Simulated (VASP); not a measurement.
# PbO in VASP: single point with PBE

Aim: the single point of PbO with PBE.

Program: VASP 6.6.1. These are calculated values, not measurements. Logs are shortened: lines on timing, memory, paths and dates and some standing lists are left out, and cuts for length are marked.

## (1) The cell of the first run

The typed cell holds 8 atoms: a = 4.064 Å, b = 8.097 Å, c = 5.614 Å, α = 90.05°, β = 90.08°, γ = 90.00°.

## (2) Single point, PBE

Contents of INCAR:

```
  PREC = Accurate
  ENCUT = 520
  EDIFF = 1E-7
  ISMEAR = 0
  SIGMA = 0.05
  LREAL = F
  LASPH = T
  NELM = 80
  ALGO = Normal
  ISIF = 2
  LWAVE = F
  LCHARG = F
  GGA = PE
  NBANDS = 50
```

Contents of KPOINTS:

```
Automatic mesh
0
Gamma
  6 3 5
```

Contents of POSCAR:

```
PbO
1.0
    4.0639097146     -0.0000926979     -0.0027213065
   -0.0001853959      8.0968831551     -0.0036738764
   -0.0037545062     -0.0025343693      5.6137361885
Pb O
4 4
Direct
    0.4847383927     -0.0056829002      0.1942111569
   -0.0161594337      0.2440648563      0.7701566204
    0.4847649831      0.4943803962      0.1941491781
   -0.0161032194      0.7441185818      0.7700164277
   -0.0156629919     -0.0058248567     -0.0170316016
    0.4842238822      0.2441250364     -0.0184768084
   -0.0156542101      0.4943090923     -0.0171944351
    0.4842784516      0.7442495206     -0.0187425213
```

Potentials or basis: VASP PAW PBE potentials, release 64 (Pb_d, O).

Launch:

```console
> cat potpaw_PBE.64/Pb_d/POTCAR potpaw_PBE.64/O/POTCAR > POTCAR
> mpirun -np 1 vasp_std > vasp.out
```

OUTCAR:

```text
PREC = Accurate
   ENCUT = 520
   EDIFF = 1E-7
   ISMEAR = 0
   LREAL = F
   LASPH = T
   NELM = 80
   ISIF = 2
   GGA = PE

 ion  position               nearest neighbor table
   1  0.485  0.994  0.194-   6 2.35   8 2.35   5 2.35   5 2.35   2 3.73   4 3.73   4 3.73   2 3.73
                             3 4.05   3 4.05
   2  0.984  0.244  0.770-   5 2.35   7 2.35   6 2.35   6 2.35   3 3.73   1 3.73   3 3.73   1 3.73
                             4 4.05   4 4.05
   3  0.485  0.494  0.194-   8 2.35   6 2.35   7 2.35   7 2.35   2 3.73   4 3.73   2 3.73   4 3.73
                             1 4.05   1 4.05
   4  0.984  0.744  0.770-   7 2.35   5 2.35   8 2.35   8 2.35   3 3.73   1 3.73   1 3.73   3 3.73
                             2 4.05   2 4.05
   5  0.984  0.994  0.983-   4 2.35   2 2.35   1 2.35   1 2.35
   6  0.484  0.244  0.982-   1 2.35   3 2.35   2 2.35   2 2.35
   7  0.984  0.494  0.983-   4 2.35   2 2.35   3 2.35   3 2.35
   8  0.484  0.744  0.981-   1 2.35   3 2.35   4 2.35   4 2.35

  LATTYP: Found a triclinic cell.
 ALAT       =     5.6137380161
 B/A-ratio  =     1.7543419255
 C/A-ratio  =     0.7239223874
 COS(alpha) =     0.0008002491
 COS(beta)  =     0.0013384237
 COS(gamma) =     0.5692701122

  Lattice vectors:

 A1 = (  -0.0037545062,  -0.0025343693,   5.6137361885)
 A2 = (  -0.0039399021,   8.0943487858,   5.6100623121)
 A3 = (  -4.0639097146,   0.0000926979,   0.0027213065)

Analysis of symmetry for initial positions (statically):
=====================================================================
 Subroutine PRICEL returns:
 Original cell was already a primitive cell.

 Routine SETGRP: Setting up the symmetry group for a
 triclinic supercell.

 Subroutine GETGRP returns: Found  1 space group operations
 (whereof  1 operations were pure point group operations)
 out of a pool of  2 trial point group operations.

The static configuration has the point symmetry C_1 .

Analysis of symmetry for dynamics (positions and initial velocities):
=====================================================================
 Subroutine PRICEL returns:
 Original cell was already a primitive cell.

 Routine SETGRP: Setting up the symmetry group for a
 triclinic supercell.

 Subroutine GETGRP returns: Found  1 space group operations
 (whereof  1 operations were pure point group operations)
 out of a pool of  2 trial point group operations.

The dynamic configuration has the point symmetry C_1 .

 Subroutine INISYM returns: Found  1 space group operations
 (whereof  1 operations are pure point group operations),
 and found     1 'primitive' translations

[... 112 lines left out ...]
   ISIF   =      2    stress and relaxation
   ISYM   =      2    0-nonsym 1-usesym 2-fastsym
   POTIM  = 0.5000    time-step for ionic-motion
   TEBEG  =    0.0;   TEEND  =   0.0 temperature during run
   PSTRESS=    0.0 pullay stress
   NELECT =      80.0000    total number of electrons
   NUPDOWN=      -1.0000    fix difference up-down
   EMIN   =  10.00;   EMAX   =-10.00  energy-range for DOS
   EFERMI =   0.00;   METHOD = LEGACY
   ISMEAR =     0;   SIGMA  =   0.05  broadening in eV -4-tet -1-fermi 0-gaus
   EFERMI_NEDOS =   21; number of points for ismear=-14 and -15
   IALGO  =     38    algorithm
   IMIX   =      4    mixing-type and parameters
     AMIX     =   0.40;   BMIX     =  1.00
     AMIX_MAG =   1.60;   BMIX_MAG =  1.00
  volume/ion in A,a.u.               =      23.09       155.82
  Fermi-wavevector in a.u.,A,eV,Ry     =   1.238607  2.340628 20.873349  1.534148
  Thomas-Fermi vector in A             =   2.373125
   LORBIT       =      0    0 simple, 1 ext, 2 COOP (PROOUT), +10 PAW based schemes
   GGA     = PE    functional components
   LHFCALC =     F    Hartree Fock is set to
   AEXX    =    0.0000 exact exchange contribution
   IVDW    =     0    specifies the selected vdW correction
   LEPSILON=     F    determine dielectric tensor
   LRPA    =     F    only Hartree local field effects (RPA)
 non-spin polarized calculation
 Gauss-broadening in eV      SIGMA  =   0.05
  energy-cutoff  :      520.00
  volume of cell :      184.72
 maximum number of plane-waves:      5004
   NGX = 15   NGY = 31   NGZ = 21

 number of electron      79.9999997 magnetization

 Free energy of the ion-electron system (eV)
  ---------------------------------------------------
  ext. energy  EPLUGINS =         0.00000000
  ---------------------------------------------------
  free energy    TOTEN  =       -43.03550829 eV

  energy without entropy =      -43.03550829  energy(sigma->0) =      -43.03550829

 E-fermi :   3.9069     XC(G=0):  -8.9702

 val. band max:        3.7026530022   @ k =   0.0000   0.0000   0.0000
 cond. band min:       5.5102815378   @ k =  -0.0000  -0.0000   0.4000
 fundamental gap:      1.8076285356
 Fermi energy:         3.9069430162

 k-point     1 :       0.0000    0.0000    0.0000
  band No.  band energies     occupation
      1     -14.2004      2.00000
      2     -13.9501      2.00000
      3     -13.9496      2.00000
      4     -13.8029      2.00000
      5     -12.1535      2.00000
      6     -12.1535      2.00000
[... 1261 lines left out ...]
     49       9.9692      0.00000
     50       9.9819      0.00000

 [... further k-points ...]

------------------------ aborting loop because EDIFF is reached ----------------------------------------

  FORCE on cell =-STRESS in cart. coord.  units (eV):
  Direction    XX          YY          ZZ          XY          YZ          ZX
  --------------------------------------------------------------------------------------
  -------------------------------------------------------------------------------------
  Total        0.0623638      0.0725390      0.0394234      0.0029679      0.0030813      0.0037899
  in kB        0.5409156      0.6291710      0.3419410      0.0257418      0.0267261      0.0328723
  external PRESSURE =       0.5040092 kB  Pullay stress =       0.0000000 kB

 VOLUME and BASIS-vectors are now :
 -----------------------------------------------------------------------------
  energy-cutoff  :      520.00
  volume of cell :      184.72
      direct lattice vectors                 reciprocal lattice vectors
     4.063909715 -0.000092698 -0.002721306     0.246068569  0.000005709  0.000164575
    -0.000185396  8.096883155 -0.003673876     0.000002854  0.123504339  0.000055759
    -0.003754506 -0.002534369  5.613736188     0.000119286  0.000080829  0.178134600

 POSITION                                       TOTAL-FORCE (eV/Angst)
 -----------------------------------------------------------------------------------
      1.96902      8.05033      1.08528        -0.000815     -0.003000      0.037841
      3.99530      1.97412      4.31988         0.000778     -0.001229     -0.033887
      1.96922      4.00240      1.08677        -0.001153      0.001505      0.033571
      3.99544      6.02300      4.31726         0.000434      0.001112     -0.036457
      3.99638      8.04714      5.51179        -0.001460      0.002562     -0.001882
      1.96411      1.97412      5.50780         0.002282      0.005604     -0.002694
      3.99651      3.99978      5.51272        -0.001437     -0.004690      0.001570
      1.96424      6.02357      5.50447         0.001370     -0.001863      0.001938
 -----------------------------------------------------------------------------------
    total drift:                                0.000467      0.000705      0.000089

  FREE ENERGIE OF THE ION-ELECTRON SYSTEM (eV)
  ---------------------------------------------------
  free  energy   TOTEN  =       -43.0355082926 eV

  energy  without entropy=      -43.0355082926  energy(sigma->0) =      -43.03550829
```

OSZICAR:

```text
N       E                     dE             d eps       ncg     rms          rms(c)
DAV:   1     0.106218176107E+04    0.10622E+04   -0.37579E+04  4600   0.182E+03
[... 11 lines left out ...]
DAV:  13    -0.430355214259E+02    0.10632E-03   -0.20620E-04  6776   0.124E-01    0.447E-02
DAV:  14    -0.430355098899E+02    0.11536E-04   -0.75628E-05  6840   0.426E-02    0.168E-02
DAV:  15    -0.430355087502E+02    0.11398E-05   -0.11071E-05  6168   0.295E-02    0.712E-03
DAV:  16    -0.430355074929E+02    0.12573E-05   -0.37076E-06  6374   0.173E-02    0.124E-03
DAV:  17    -0.430355080418E+02   -0.54888E-06   -0.68086E-07  5500   0.495E-03    0.570E-04
DAV:  18    -0.430355082707E+02   -0.22896E-06   -0.76495E-08  3436   0.241E-03    0.468E-04
DAV:  19    -0.430355082926E+02   -0.21864E-07   -0.15070E-08  2886   0.109E-03
   1 F= -.43035508E+02 E0= -.43035508E+02  d E =-.191482E-10
```

Wall time 5.2 min (1 thread of Intel Xeon 6975P-C (Granite Rapids), shared host); peak memory 0.45 GiB.

Results:

* Free energy: -43.0355 eV
* Pressure: 0.1 GPa
* Largest force: 0.038 eV/Å
* Band gap on the k mesh: 1.81 eV

Forces on the atoms (eV/Å):
```
Pb  -0.001 -0.003  0.038
Pb   0.001 -0.001 -0.034
Pb  -0.001  0.002  0.034
Pb   0.000  0.001 -0.036
O   -0.001  0.003 -0.002
O    0.002  0.006 -0.003
O   -0.001 -0.005  0.002
O    0.001 -0.002  0.002
```

Caveat: spin-orbit coupling is left out, which moves the levels of the heavy elements. A k mesh can miss the band edges.
